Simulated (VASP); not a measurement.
# AlN (P6_3mc) in VASP: a series of runs, part 2 of 2

VASP 6.6.1. The steps go on from the part before.

## Step 5: Single point, PBE (volume scaled by 0.96)

The input, INCAR:

```
PREC = Accurate
ENCUT = 520
EDIFF = 1E-7
ISMEAR = -1
SIGMA = 0.02
LREAL = False
LASPH = True
NELM = 100
ALGO = Normal
ISIF = 2
LWAVE = False
LCHARG = False
GGA = PE
NBANDS = 16
```

The input, KPOINTS:

```
regular mesh
0
Gamma
  11 11 6
```

The input, POSCAR:

```
AlN
1.0
    3.0689564278      0.0000000000      0.0000000000
   -1.5344782139      2.6577942296      0.0000000000
    0.0000000000      0.0000000000      4.9107214824
Al N
2 2
Direct
    0.3333333333      0.6666666667      0.0000000000
    0.6666666667      0.3333333333      0.5000000000
    0.3333333333      0.6666666667      0.3850000000
    0.6666666667      0.3333333333      0.8850000000
```

Potentials or basis: VASP PAW PBE potentials, release 64 (Al, N).

Command:

```sh
cat potpaw_PBE.64/Al/POTCAR potpaw_PBE.64/N/POTCAR > POTCAR
mpirun -np 1 vasp_std > vasp.out
```

OUTCAR:

```text
PREC = Accurate
   ENCUT = 520
   EDIFF = 1E-7
   ISMEAR = -1
   LREAL = False
   LASPH = True
   NELM = 100
   ISIF = 2
   GGA = PE

 ion  position               nearest neighbor table
   1  0.333  0.667  0.000-   4 1.86   4 1.86   4 1.86   3 1.89   2 3.03   2 3.03   2 3.03   2 3.03
                             2 3.03   2 3.03
   2  0.667  0.333  0.500-   3 1.86   3 1.86   3 1.86   4 1.89   1 3.03   1 3.03   1 3.03   1 3.03
                             1 3.03   1 3.03
   3  0.333  0.667  0.385-   2 1.86   2 1.86   2 1.86   1 1.89
[... 660 lines left out ...]
  Direction    XX          YY          ZZ          XY          YZ          ZX
  --------------------------------------------------------------------------------------
  -------------------------------------------------------------------------------------
  Total        3.5050251      3.5050251      2.7684621      0.0000000      0.0000000      0.0000000
  in kB      140.1988120    140.1988120    110.7367542      0.0000000      0.0000000      0.0000000
  external PRESSURE =     130.3781261 kB  Pullay stress =       0.0000000 kB

 VOLUME and BASIS-vectors are now :
 -----------------------------------------------------------------------------
  energy-cutoff  :      520.00
  volume of cell :       40.06
      direct lattice vectors                 reciprocal lattice vectors
     3.068956428  0.000000000  0.000000000     0.325843662  0.188125926  0.000000000
    -1.534478214  2.657794230  0.000000000     0.000000000  0.376251852  0.000000000
     0.000000000  0.000000000  4.910721482     0.000000000  0.000000000  0.203636065

 POSITION                                       TOTAL-FORCE (eV/Angst)
 -----------------------------------------------------------------------------------
     -0.00000      1.77186      0.00000        -0.000000      0.000000      0.183625
      1.53448      0.88593      2.45536         0.000000     -0.000000      0.183625
     -0.00000      1.77186      1.89063        -0.000000     -0.000000     -0.183625
      1.53448      0.88593      4.34599        -0.000000      0.000000     -0.183625
 -----------------------------------------------------------------------------------
    total drift:                                0.000000      0.000000      0.000354

  FREE ENERGIE OF THE ION-ELECTRON SYSTEM (eV)
  ---------------------------------------------------
  free  energy   TOTEN  =       -29.6810910913 eV

  energy  without entropy=      -29.6810910913  energy(sigma->0) =      -29.68109109
```

OSZICAR:

```text
N       E                     dE             d eps       ncg     rms          rms(c)
DAV:   1     0.402839092803E+02    0.40284E+02   -0.74530E+03  2048   0.901E+02
DAV:   2    -0.312231228600E+02   -0.71507E+02   -0.66028E+02  2856   0.188E+02
DAV:   3    -0.345769589361E+02   -0.33538E+01   -0.33452E+01  2568   0.424E+01
DAV:   4    -0.345962875989E+02   -0.19329E-01   -0.19327E-01  2520   0.361E+00
DAV:   5    -0.345965305400E+02   -0.24294E-03   -0.24294E-03  2584   0.409E-01    0.125E+01
DAV:   6    -0.296777287614E+02    0.49188E+01   -0.10639E+01  2440   0.239E+01    0.428E+00
DAV:   7    -0.296929366203E+02   -0.15208E-01   -0.73117E-01  2240   0.603E+00    0.302E+00
DAV:   8    -0.296852449646E+02    0.76917E-02   -0.57191E-02  2304   0.218E+00    0.539E-01
DAV:   9    -0.296805678164E+02    0.46771E-02   -0.11889E-02  2736   0.808E-01    0.237E-01
DAV:  10    -0.296811644040E+02   -0.59659E-03   -0.21376E-03  2240   0.291E-01    0.126E-01
DAV:  11    -0.296810883508E+02    0.76053E-04   -0.17169E-04  2352   0.101E-01    0.302E-02
DAV:  12    -0.296810913075E+02   -0.29567E-05   -0.10947E-05  2376   0.265E-02    0.782E-03
DAV:  13    -0.296810910788E+02    0.22867E-06   -0.37130E-06  2432   0.150E-02    0.544E-03
DAV:  14    -0.296810910913E+02   -0.12558E-07   -0.29353E-07  2248   0.461E-03
   1 F= -.29681091E+02 E0= -.29681091E+02  d E =-.129233E-11
```

stdout:

```text
POSCAR found type information on POSCAR AlN
 POSCAR found :  2 types and       4 ions
 scaLAPACK will be used
 LDA part: xc-table for (Slater+PW92), standard interpolation
 POSCAR, INCAR and KPOINTS ok, starting setup
 FFT: planning ... GRIDC
 FFT: planning ... GRID_SOFT
 FFT: planning ... GRID
 WAVECAR not read
 entering main loop
```

It took 16 s on 1 thread of Intel Xeon Platinum 8488C (Sapphire Rapids), shared host; peak memory 0.16 GiB.

What came out:

| Item | Value |
| --- | --- |
| Free energy | -29.6811 eV |
| Pressure | 13.0 GPa |
| Largest force | 0.184 eV/Å |
| Band gap on the k mesh | 4.53 eV, direct |

Forces in eV/Å, atoms in the order of the input:
```
Al   0.000  0.000  0.184
Al   0.000  0.000  0.184
N    0.000  0.000 -0.184
N    0.000  0.000 -0.184
```

 A k mesh can miss the band edges.

## Step 6: Single point, PBE (volume scaled by 0.99)

The input, INCAR:

```
PREC = Accurate
ENCUT = 520
EDIFF = 1E-6
ISMEAR = -1
SIGMA = 0.02
LREAL = F
LASPH = T
NELM = 80
ALGO = Normal
ISIF = 2
LWAVE = F
LCHARG = T
GGA = PE
LELF = T
LVHAR = T
NBANDS = 16
```

KPOINTS is that of step 5.

The input, POSCAR:

```
AlN
1.0
    3.1005973844      0.0000000000      0.0000000000
   -1.5502986922      2.6851961018      0.0000000000
    0.0000000000      0.0000000000      4.9613510462
Al N
2 2
Direct
    0.3333333333      0.6666666667      0.0000000000
    0.6666666667      0.3333333333      0.5000000000
    0.3333333333      0.6666666667      0.3850000000
    0.6666666667      0.3333333333      0.8850000000
```

Potentials or basis: VASP PAW PBE potentials, release 64 (Al, N).

Command:

```sh
cat potpaw_PBE.64/Al/POTCAR potpaw_PBE.64/N/POTCAR > POTCAR
mpirun -np 1 vasp_std > vasp.out
```

Run time: 16 s. Hardware: 1 thread of Intel Xeon Platinum 8488C (Sapphire Rapids), shared host; peak memory 0.17 GiB.

Results (log left out):

```
Free energy            : -29.7552 eV
Pressure               : 5.9 GPa
Largest force          : 0.182 eV/Å
Band gap on the k mesh : 4.25 eV, direct
```

Forces in eV/Å, atoms in the order of the input:
```
Al   0.000  0.000  0.182
Al   0.000  0.000  0.182
N    0.000  0.000 -0.182
N    0.000  0.000 -0.182
```

Stress tensor (GPa, compression positive):
```
6.63 0.00 0.00
0.00 6.63 0.00
0.00 0.00 4.56
```

Levels at points of the mesh, in eV from the valence-band top:
| k point | band 5 | band 6 | band 7 | band 8 | band 9 | band 10 | band 11 | band 12 |
| --- | --- | --- | --- | --- | --- | --- | --- | --- |
| (0.00, 0.00, 0.00) | -0.95 | -0.30 | -0.30 | 0.00 | 4.25 | 6.71 | 10.69 | 11.16 |
| (0.00, 0.00, 0.50) | -0.63 | -0.63 | -0.63 | -0.63 | 6.53 | 6.53 | 10.36 | 10.36 |

## Step 7: Overview

| cell | gap on the mesh (eV) | pressure (GPa) | largest force (eV/Å) |
| --- | --- | --- | --- |
| a = 3.111, b = 3.111, c = 4.829 Å, angles 90.0, 90.0, 120.0°, 4 atoms | 4.35 | 10.3 | 0.27 |
| a = 3.111, b = 3.111, c = 4.928 Å, angles 90.0, 90.0, 120.0°, 4 atoms | 4.23 | 5.8 | 0.06 |
| a = 3.111, b = 3.111, c = 5.078 Å, angles 90.0, 90.0, 120.0°, 4 atoms | 4.03 | 0.2 | 0.36 |
| a = 3.069, b = 3.069, c = 4.911 Å, angles 90.0, 90.0, 120.0°, 4 atoms | 4.53 | 13.0 | 0.18 |
| a = 3.101, b = 3.101, c = 4.961 Å, angles 90.0, 90.0, 120.0°, 4 atoms | 4.25 | 5.9 | 0.18 |

Alike in all rows: task single point; level PBE; potentials or basis VASP PAW PBE potentials, release 64 (Al, N); no spin polarisation; k mesh 11 × 11 × 6; cutoff (eV) 520; smearing fermi-dirac 0.02 eV.

Absolute energies hang on the potentials; compare differences alone.
